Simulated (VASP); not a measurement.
HC18O: single point with PBEsol

The system is HC18O, a slab with vacuum.

```
C O H
1.0
     7.39800    0.00000    0.00000
    -3.69900    6.40686    0.00000
     0.00000    0.00000   11.00000
C O H
18 1 1
Direct
  0.00104 0.00048 0.08335
  0.22328 0.11226 0.07985
  0.00148 0.33302 0.08301
  0.22167 0.44219 0.09000
  0.00033 0.66799 0.08369
  0.22174 0.78209 0.07841
  0.33483 0.00153 0.07750
  0.55755 0.11231 0.08319
  0.33417 0.33467 0.08544
  0.55710 0.44440 0.08877
  0.32638 0.66799 0.12399
  0.55706 0.77909 0.09923
  0.66688 0.99892 0.08723
  0.88970 0.11075 0.08239
  0.66802 0.33377 0.08574
  0.88950 0.44411 0.08574
  0.66594 0.66741 0.09206
  0.88867 0.77859 0.08582
  0.27389 0.67277 0.25408
  0.13310 0.66278 0.24053
```

```
Program             : VASP 6.6.1
Task                : single point
Functional          : PBEsol
Potentials or basis : VASP PAW PBE potentials, release 64 (C, O, H)
Cutoff              : 520 eV
k mesh              : 2 × 2 × 1
Occupations         : gaussian, width 0.02 eV
Spin                : collinear spin, zero start
Starting moments    : [0.0, 0.0, 0.0, 0.0, 0.0, 0.0, 0.0, 0.0, 0.0, 0.0, 0.0, 0.0, 0.0, 0.0, 0.0, 0.0, 0.0, 0.0, 0.0, 0.0] μB
```

| Item | Value |
| --- | --- |
| Largest force | 1.789 eV/Å |
| Net moment | 0.00 μB per cell |
| Valence electrons inside the program's atomic spheres | C 2.65, 2.63, 2.64, 2.52, 2.62 (each value once); O 5.07; H 0.68 |

Forces on the atoms (eV/Å):
```
C   -0.050  0.002 -0.074
C   -0.049  0.008 -0.064
C   -0.055  0.010 -0.023
C   -0.052  0.046 -0.025
C   -0.086  0.030 -0.744
C   -0.117 -0.034 -0.267
C   -0.069 -0.012 -0.025
C   -0.065  0.006  0.051
C   -0.058  0.027 -0.008
C   -0.058  0.021  0.005
C   -0.097  0.017 -0.133
C   -0.124 -0.021  0.111
C   -0.076  0.013  0.044
C   -0.050  0.008  0.015
C   -0.056  0.015  0.026
C   -0.064  0.052 -0.026
C   -0.077  0.002 -0.009
C   -0.029 -0.017 -0.194
O   -0.237 -0.189  0.320
H    1.469  0.017  1.021
```

Levels at points of the mesh, in eV from the Fermi level:
Spin up:
```csv
k point,band 36,band 37,band 38,band 39,band 40,band 41,band 42,band 43,band 44,band 45
"(0.00, 0.00, 0.00)",-2.80,-2.00,-1.78,0.10,0.26,0.42,2.03,3.68,4.70,5.00
"(0.50, 0.00, 0.00)",-2.46,-2.30,-2.19,-1.67,-0.15,2.07,2.56,2.71,2.86,4.41
"(0.00, 0.50, 0.00)",-2.44,-2.36,-2.26,-1.58,-0.10,2.03,2.57,2.76,2.78,4.53
"(0.50, 0.50, 0.00)",-2.44,-2.35,-2.22,-1.56,-0.16,2.02,2.63,2.69,2.86,4.50
```
Spin down:
```csv
k point,band 36,band 37,band 38,band 39,band 40,band 41,band 42,band 43,band 44,band 45
"(0.00, 0.00, 0.00)",-2.80,-2.00,-1.78,0.10,0.26,0.42,2.03,3.68,4.70,5.00
"(0.50, 0.00, 0.00)",-2.46,-2.30,-2.19,-1.67,-0.15,2.07,2.56,2.71,2.86,4.41
"(0.00, 0.50, 0.00)",-2.44,-2.36,-2.26,-1.58,-0.10,2.03,2.57,2.76,2.78,4.53
"(0.50, 0.50, 0.00)",-2.44,-2.35,-2.22,-1.56,-0.16,2.02,2.63,2.69,2.86,4.50
```

Run time: 6.1 min on 1 thread of Intel(R) Xeon(R) 6975P-C (Granite Rapids) (shared host), peak memory 0.8 GiB.

Caveat: the k points lie up to 0.49 Å⁻¹ apart; there is no dipole correction, which matters where the two faces differ; no moment was typed at the start, so none could form; the PAW data sets were made with another functional, which shifts forces and pressure a little.
